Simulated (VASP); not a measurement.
Ca2AlO2: single point with PBE

Crystal: Ca2AlO2.

```xyz
5
Lattice="4.2578 0.0000 0.0000 -2.1289 3.6874 0.0000 0.0000 0.0000 5.0596" Properties=species:S:1:pos:R:3 pbc="T T T"
Ca    0.0000    0.0000    2.5298
Ca    0.0000    2.4583    2.5298
Al    2.1289    1.2291    2.5298
O     0.0000    0.0000    0.4962
O     0.0000    0.0000    4.5634
```

The cell was built from a structure type or drawn by symmetry, and may not be a known phase.

```json
{
  "Program": "VASP 6.6.1",
  "Task": "single point",
  "Functional": "PBE",
  "Potentials or basis": "VASP PAW PBE potentials, release 64 (Ca_sv, Al, O)",
  "Cutoff": "520 eV",
  "k mesh": "6 × 6 × 4",
  "Occupations": "gaussian, width 0.1 eV",
  "Spin": "no spin polarisation"
}
```

```yaml
Pressure: 75.8 GPa
Largest_force: 48.120 eV/Å
Band_gap_on_the_k_mesh: zero (an odd number of electrons rules out a gap without spin polarisation)
```

Forces on the atoms (eV/Å):
```
Ca    0.000   0.000   0.000
Ca    0.000   0.000   0.000
Al    0.000   0.000   0.000
O     0.000   0.000  48.120
O     0.000   0.000 -48.120
```

Stress tensor (GPa, compression positive):
```
 58.22   0.00   0.00
  0.00  58.22   0.00
  0.00   0.00 110.94
```

Levels at points of the mesh, in eV from the Fermi level:
```csv
k point,band 16,band 17,band 18,band 19,band 20,band 21
"(0.00, 0.00, 0.00)",-1.27,-0.42,-0.42,1.00,1.15,2.94
"(0.50, 0.00, 0.00)",-1.68,-0.63,-0.05,1.25,1.28,2.31
"(0.00, 0.00, 0.50)",-0.85,-0.55,0.17,0.17,2.17,2.17
"(0.50, 0.00, 0.50)",-0.97,-0.72,0.10,0.24,1.08,1.84
```

Wall time 38 s on 1 thread of AMD EPYC 7R43 64-Core Processor (Zen 3) (shared host), peak memory 0.17 GiB.

Caveat: the standard files for N, O and F lose accuracy on very short bonds; the cell stands under pressure; an odd number of electrons without spin polarisation forces a metal; a magnetic or distorted state may lie lower.
